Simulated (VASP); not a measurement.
# SnSe (F-43m) in VASP: single point with HSE06

Aim: the single point of SnSe with HSE06.

Everything below comes from runs of VASP 6.6.1. Logs are shortened: lines on timing, memory, paths and dates and some standing lists are left out, and cuts for length are marked.

## (1) The cell of the first run

The structure is cubic, space group F-43m (No. 216). Conventional cell: a = 6.728 Å, b = 6.728 Å, c = 6.728 Å, α = 90.00°, β = 90.00°, γ = 90.00°. Within 3.8 Å of Sn (site symmetry -43m) lie 4 Se at 2.91 Å. Se (site symmetry -43m) has 4 Sn at 2.91 Å within 3.8 Å.

## (2) Single point, HSE06

POSCAR

```
SnSe
1.0
    0.0000000000      3.3639842879      3.3639842879
    3.3639842879      0.0000000000      3.3639842879
    3.3639842879      3.3639842879      0.0000000000
Sn Se
1 1
Direct
    0.0000000000      0.0000000000      0.0000000000
    0.2500000000      0.2500000000      0.2500000000
```

INCAR.step1

```
PREC = Accurate
ENCUT = 520
EDIFF = 1E-5
ISMEAR = -1
SIGMA = 0.02
LREAL = F
LASPH = T
NELM = 60
ALGO = Normal
ISIF = 2
LWAVE = T
LCHARG = F
NBANDS = 17
GGA = PE
```

INCAR.step2

```
PREC = Accurate
ENCUT = 520
EDIFF = 1E-6
ISMEAR = -1
SIGMA = 0.02
LREAL = F
LASPH = T
NELM = 60
ALGO = Normal
ISIF = 2
LWAVE = F
LCHARG = F
GGA = PE
LHFCALC = T
HFSCREEN = 0.2079
PRECFOCK = Normal
NBANDS = 17
ISTART = 1
```

KPOINTS

```
regular mesh
0
Gamma
  4 4 4
```

Potentials or basis: VASP PAW PBE potentials, release 64 (Sn_d, Se).

Run with:

```console
> cat potpaw_PBE.64/Sn_d/POTCAR potpaw_PBE.64/Se/POTCAR > POTCAR
> cp INCAR.step1 INCAR
> mpirun -np 1 vasp_std > vasp.out
> cp INCAR.step2 INCAR
> mpirun -np 1 vasp_std > vasp.out
```

OUTCAR:

```text
PREC = Accurate
   ENCUT = 520
   EDIFF = 1E-6
   ISMEAR = -1
   LREAL = F
   LASPH = T
   NELM = 60
   ISIF = 2
   GGA = PE
   LHFCALC = T
   HFSCREEN = 0.2079
   PRECFOCK = Normal
   ISTART = 1

 ion  position               nearest neighbor table
   1  0.000  0.000  0.000-   2 2.91   2 2.91   2 2.91   2 2.91
   2  0.250  0.250  0.250-   1 2.91   1 2.91   1 2.91   1 2.91

  LATTYP: Found a face centered cubic cell.
 ALAT       =     6.7279685758

  Lattice vectors:

 A1 = (   0.0000000000,   3.3639842879,   3.3639842879)
 A2 = (   3.3639842879,   0.0000000000,   3.3639842879)
 A3 = (   3.3639842879,   3.3639842879,   0.0000000000)

Analysis of symmetry for initial positions (statically):
=====================================================================
 Subroutine PRICEL returns:
 Original cell was already a primitive cell.

 Routine SETGRP: Setting up the symmetry group for a
 face centered cubic supercell.

 Subroutine GETGRP returns: Found 24 space group operations
 (whereof 24 operations were pure point group operations)
 out of a pool of 48 trial point group operations.

The static configuration has the point symmetry T_d .

Analysis of symmetry for dynamics (positions and initial velocities):
=====================================================================
 Subroutine PRICEL returns:
 Original cell was already a primitive cell.

 Routine SETGRP: Setting up the symmetry group for a
 face centered cubic supercell.

 Subroutine GETGRP returns: Found 24 space group operations
 (whereof 24 operations were pure point group operations)
 out of a pool of 48 trial point group operations.

The dynamic configuration has the point symmetry T_d .

 Subroutine INISYM returns: Found 24 space group operations
 (whereof 24 operations are pure point group operations),
 and found     1 'primitive' translations

----------------------------------------------------------------------------------------

                                     Primitive cell

  volume of cell :      76.1363

  direct lattice vectors                    reciprocal lattice vectors
     0.000000000  3.363984288  3.363984288    -0.148633274  0.148633274  0.148633274
     3.363984288  0.000000000  3.363984288     0.148633274 -0.148633274  0.148633274
     3.363984288  3.363984288  0.000000000     0.148633274  0.148633274 -0.148633274

  length of vectors
     4.757392204  4.757392204  4.757392204     0.257440383  0.257440383  0.257440383

  position of ions in fractional coordinates (direct lattice)
     0.000000000  0.000000000  0.000000000
     0.250000000  0.250000000  0.250000000

  ion indices of the primitive-cell ions
   primitive index   ion index
                 1           1
                 2           2

----------------------------------------------------------------------------------------

 KPOINTS: regular mesh

Automatic generation of k-mesh.
 Grid dimensions read from file:
 generate k-points for:    4    4    4

 Generating k-lattice:

  Cartesian coordinates                     Fractional coordinates (reciprocal lattice)
    -0.037158319  0.037158319  0.037158319     0.250000000  0.000000000  0.000000000
     0.037158319 -0.037158319  0.037158319     0.000000000  0.250000000  0.000000000
     0.037158319  0.037158319 -0.037158319     0.000000000  0.000000000  0.250000000

  Length of vectors
     0.064360096  0.064360096  0.064360096

  Shift w.r.t. Gamma in fractional coordinates (k-lattice)
     0.000000000  0.000000000  0.000000000

 Subroutine IBZKPT returns following result:
 ===========================================

 Found      8 irreducible k-points:

 Following reciprocal coordinates:
            Coordinates               Weight
  0.000000  0.000000  0.000000      1.000000
  0.250000  0.000000  0.000000      8.000000
  0.500000  0.000000  0.000000      4.000000
  0.250000  0.250000  0.000000      6.000000
  0.500000  0.250000  0.000000     24.000000
 -0.250000  0.250000  0.000000     12.000000
  0.500000  0.500000  0.000000      3.000000
 -0.250000  0.500000  0.250000      6.000000
   k-points           NKPTS =      8   k-points in BZ     NKDIM =     64   number of bands    NBANDS=     17
   number of dos      NEDOS =    301   number of ions     NIONS =      2
   total plane-waves  NPLWV =  46656
   dimension x,y,z NGX =    36 NGY =   36 NGZ =   36
   dimension x,y,z NGXF=    72 NGYF=   72 NGZF=   72
   ions per type =               1   1
   NGX,Y,Z   is equivalent  to a cutoff of  12.58, 12.58, 12.58 a.u.
   NGXF,Y,Z  is equivalent  to a cutoff of  25.16, 25.16, 25.16 a.u.
 SYSTEM =  unknown system
   PREC   = accura    normal or accurate (medium, high low for compatibility)
   ISTART =      1    job   : 0-new  1-cont  2-samecut
   ICHARG =      0    charge: 1-file 2-atom 10-const
   ISPIN  =      1    spin polarized calculation?
   LNONCOLLINEAR =      F non collinear calculations
   LSORBIT =      F    spin-orbit coupling
   LASPH  =      T    aspherical Exc in radial PAW
   ENCUT  =  520.0 eV  38.22 Ry    6.18 a.u.   8.85  8.85  8.85*2*pi/ulx,y,z
   NELM   =     60;   NELMIN=  2; NELMDL=  0     # of ELM steps
   EDIFF  = 0.1E-05   stopping-criterion for ELM
   LREAL  =      F    real-space projection
   EDIFFG = 0.1E-04   stopping-criterion for IOM
   NSW    =      0    number of steps for IOM
   IBRION =     -1    ionic relax: 0-MD 1-quasi-New 2-CG
   NFREE  =      0    steps in history (QN), initial steepest desc. (CG)
   ISIF   =      2    stress and relaxation
   ISYM   =      3    0-nonsym 1-usesym 2-fastsym
   POTIM  = 0.5000    time-step for ionic-motion
   TEBEG  =    0.0;   TEEND  =   0.0 temperature during run
   PSTRESS=    0.0 pullay stress
   NELECT =      20.0000    total number of electrons
   NUPDOWN=      -1.0000    fix difference up-down
   EMIN   =  10.00;   EMAX   =-10.00  energy-range for DOS
   EFERMI =   0.00;   METHOD = LEGACY
   ISMEAR =    -1;   SIGMA  =   0.02  broadening in eV -4-tet -1-fermi 0-gaus
   EFERMI_NEDOS =   21; number of points for ismear=-14 and -15
   IALGO  =     38    algorithm
   IMIX   =      1    mixing-type and parameters
     AMIX     =   0.40;   BMIX     =  1.00
     AMIX_MAG =   1.60;   BMIX_MAG =  1.00
  volume/ion in A,a.u.               =      38.07       256.90
  Fermi-wavevector in a.u.,A,eV,Ry     =   1.048466  1.981313 14.956615  1.099280
  Thomas-Fermi vector in A             =   2.183388
   LORBIT       =      0    0 simple, 1 ext, 2 COOP (PROOUT), +10 PAW based schemes
   GGA     = PE    functional components
   LHFCALC =     T    Hartree Fock is set to
   PRECFOCK=normal    Normal, Fast or Accurate (Low or Medium for compatibility)
   ENCUT4O =  -1.0   cutoff for four orbital integrals eV
   NKREDX  =     1    reduce k-point grid by
   NKREDY  =     1    reduce k-point grid by
   NKREDZ  =     1    reduce k-point grid by
   AEXX    =    0.2500 exact exchange contribution
   HFSCREEN=    0.2079 screening length (either q_TF or 0.3 A-1)
   HFSCREENC=   0.2079 screening length for correlation (either q_TF or 0.3 A-1)
   ENCUTFOCK=  -1.0 apply spherical cutoff to Coloumb kernel
   IVDW    =     0    specifies the selected vdW correction
   LEPSILON=     F    determine dielectric tensor
   LRPA    =     F    only Hartree local field effects (RPA)
 non-spin polarized calculation
  energy-cutoff  :      520.00
  volume of cell :       76.14
 maximum number of plane-waves:      2085
  NGX = 28; NGY = 28; NGZ = 28

 number of electron      20.0000008 magnetization

 Free energy of the ion-electron system (eV)
  ---------------------------------------------------
  ext. energy  EPLUGINS =         0.00000000
  ---------------------------------------------------
  free energy    TOTEN  =        -9.21600311 eV

  energy without entropy =       -9.21598454  energy(sigma->0) =       -9.21599382

 E-fermi :   2.9941     XC(G=0):  -6.5844

 val. band max:        2.8305453709   @ k =  -0.2500   0.5000   0.2500
 cond. band min:       3.1438538273   @ k =   0.5000   0.5000   0.0000
 fundamental gap:      0.3133084564
 Fermi energy:         2.9941338749

 k-point     1 :       0.0000    0.0000    0.0000
  band No.  band energies     occupation
      1     -21.2624      2.00000
      2     -21.2624      2.00000
      3     -21.2624      2.00000
      4     -21.2460      2.00000
      5     -21.2460      2.00000
      6     -11.9099      2.00000
      7      -2.9299      2.00000
      8       0.1273      2.00000
      9       0.1273      2.00000
     10       0.1273      2.00000
     11       4.7197      0.00000
     12       4.7197      0.00000
     13       4.7197      0.00000
     14       8.0955      0.00000
     15      10.8973      0.00000
     16      10.8973      0.00000
     17      12.0326      0.00000

 k-point     2 :       0.2500    0.0000    0.0000
  band No.  band energies     occupation
      1     -21.2638      2.00000
      2     -21.2606      2.00000
      3     -21.2606      2.00000
      4     -21.2459      2.00000
      5     -21.2459      2.00000
      6     -11.6684      2.00000
      7      -4.1873      2.00000
      8      -0.1797      2.00000
      9      -0.1797      2.00000
     10       0.5509      2.00000
     11       5.1245      0.00000
     12       5.2335      0.00000
     13       5.2335      0.00000
     14       9.5681      0.00000
     15      10.1140      0.00000
     16      10.1140      0.00000
     17      11.5628      0.00000

 k-point     3 :       0.5000    0.0000    0.0000
  band No.  band energies     occupation
      1     -21.2653      2.00000
      2     -21.2591      2.00000
      3     -21.2591      2.00000
      4     -21.2455      2.00000
      5     -21.2455      2.00000
      6     -11.3862      2.00000
      7      -5.1546      2.00000
      8      -0.4325      2.00000
      9      -0.4325      2.00000
     10       0.4493      2.00000
     11       5.5230      0.00000
     12       5.5230      0.00000
     13       6.7097      0.00000
     14       9.6615      0.00000
     15      10.8748      0.00000
     16      11.3571      0.00000
     17      11.3571      0.00000

 k-point     4 :       0.2500    0.2500    0.0000
  band No.  band energies     occupation
      1     -21.2666      2.00000
      2     -21.2586      2.00000
      3     -21.2586      2.00000
      4     -21.2472      2.00000
      5     -21.2450      2.00000
      6     -11.5854      2.00000
      7      -4.4105      2.00000
      8      -0.6323      2.00000
      9      -0.6323      2.00000
     10       1.5975      2.00000
     11       3.6229      0.00000
     12       6.1666      0.00000
     13       6.1666      0.00000
     14       8.3318      0.00000
     15      10.6972      0.00000
     16      11.6227      0.00000
     17      13.5759      0.00000

 k-point     5 :       0.5000    0.2500    0.0000
  band No.  band energies     occupation
      1     -21.2676      2.00000
      2     -21.2574      2.00000
      3     -21.2569      2.00000
      4     -21.2470      2.00000
      5     -21.2448      2.00000
      6     -11.2961      2.00000
      7      -5.2331      2.00000
      8      -1.4157      2.00000
      9      -0.8471      2.00000
     10       2.0312      2.00000
     11       4.4290      0.00000
     12       6.4516      0.00000
     13       6.6320      0.00000
     14       9.1060      0.00000
     15      10.9836      0.00000
     16      11.7072      0.00000
     17      12.6595      0.00000

 k-point     6 :      -0.2500    0.2500    0.0000
  band No.  band energies     occupation
      1     -21.2657      2.00000
      2     -21.2586      2.00000
      3     -21.2585      2.00000
      4     -21.2460      2.00000
      5     -21.2457      2.00000
      6     -11.3945      2.00000
      7      -4.9912      2.00000
      8      -1.4257      2.00000
      9      -0.4532      2.00000
     10       1.7463      2.00000
     11       5.2871      0.00000
     12       5.7687      0.00000
     13       5.8355      0.00000
     14       9.6928      0.00000
     15       9.9365      0.00000
     16      11.2604      0.00000
     17      12.7017      0.00000

 k-point     7 :       0.5000    0.5000    0.0000
  band No.  band energies     occupation
      1     -21.2708      2.00000
      2     -21.2549      2.00000
      3     -21.2549      2.00000
      4     -21.2484      2.00000
      5     -21.2439      2.00000
      6     -11.1970      2.00000
      7      -5.4604      2.00000
      8      -1.1860      2.00000
      9      -1.1860      2.00000
     10       2.0963      2.00000
     11       3.1439      0.00112
     12       7.8586      0.00000
     13       7.8586      0.00000
     14       8.9293      0.00000
     15      10.7964      0.00000
     16      12.9273      0.00000
     17      12.9273      0.00000

 k-point     8 :      -0.2500    0.5000    0.2500
  band No.  band energies     occupation
      1     -21.2679      2.00000
      2     -21.2579      2.00000
      3     -21.2551      2.00000
      4     -21.2472      2.00000
      5     -21.2450      2.00000
      6     -11.1931      2.00000
      7      -5.4183      2.00000
      8      -1.5174      2.00000
      9      -1.3915      2.00000
     10       2.8305      1.99944
     11       4.8862      0.00000
     12       5.4144      0.00000
     13       7.2724      0.00000
     14       8.8163      0.00000
     15      11.0872      0.00000
     16      12.2375      0.00000
     17      12.5238      0.00000

------------------------ aborting loop because EDIFF is reached ----------------------------------------

  FORCE on cell =-STRESS in cart. coord.  units (eV):
  Direction    XX          YY          ZZ          XY          YZ          ZX
  --------------------------------------------------------------------------------------
  -------------------------------------------------------------------------------------
  Total        0.0343829      0.0343829      0.0343829      0.0000000      0.0000000      0.0000000
  in kB        0.7235370      0.7235370      0.7235370      0.0000000      0.0000000      0.0000000
  external PRESSURE =       0.7235370 kB  Pullay stress =       0.0000000 kB

 VOLUME and BASIS-vectors are now :
 -----------------------------------------------------------------------------
  energy-cutoff  :      520.00
  volume of cell :       76.14
      direct lattice vectors                 reciprocal lattice vectors
     0.000000000  3.363984288  3.363984288    -0.148633274  0.148633274  0.148633274
     3.363984288  0.000000000  3.363984288     0.148633274 -0.148633274  0.148633274
     3.363984288  3.363984288  0.000000000     0.148633274  0.148633274 -0.148633274

 POSITION                                       TOTAL-FORCE (eV/Angst)
 -----------------------------------------------------------------------------------
      0.00000      0.00000      0.00000        -0.000000     -0.000000     -0.000000
      1.68199      1.68199      1.68199         0.000000      0.000000      0.000000
 -----------------------------------------------------------------------------------
    total drift:                               -0.000002     -0.000000     -0.000002

  FREE ENERGIE OF THE ION-ELECTRON SYSTEM (eV)
  ---------------------------------------------------
  free  energy   TOTEN  =        -9.2160031084 eV

  energy  without entropy=       -9.2159845404  energy(sigma->0) =       -9.21599382
```

Wall time 26 min (1 thread of AMD EPYC 7R13, shared host); peak memory 0.33 GiB.

Results:

```
Free energy            : -9.2160 eV
Pressure               : 0.1 GPa
Band gap on the k mesh : 0.31 eV (least direct gap 1.05 eV)
```

Levels at points of the mesh, in eV from the valence-band top:
| k point | band 7 | band 8 | band 9 | band 10 | band 11 | band 12 | band 13 | band 14 |
| --- | --- | --- | --- | --- | --- | --- | --- | --- |
| (0.00, 0.00, 0.00) | -5.76 | -2.70 | -2.70 | -2.70 | 1.89 | 1.89 | 1.89 | 5.26 |
| (0.50, 0.00, 0.00) | -7.99 | -3.26 | -3.26 | -2.38 | 2.69 | 2.69 | 3.88 | 6.83 |
| (0.50, 0.50, 0.00) | -8.29 | -4.02 | -4.02 | -0.73 | 0.31 | 5.03 | 5.03 | 6.10 |

Caveat: the structure was generated, so it needn't be the stable form of SnSe; the PAW data sets were made with another functional, which shifts forces and pressure a little; spin-orbit coupling is left out, which moves the levels of the heavy elements. A k mesh can miss the band edges.
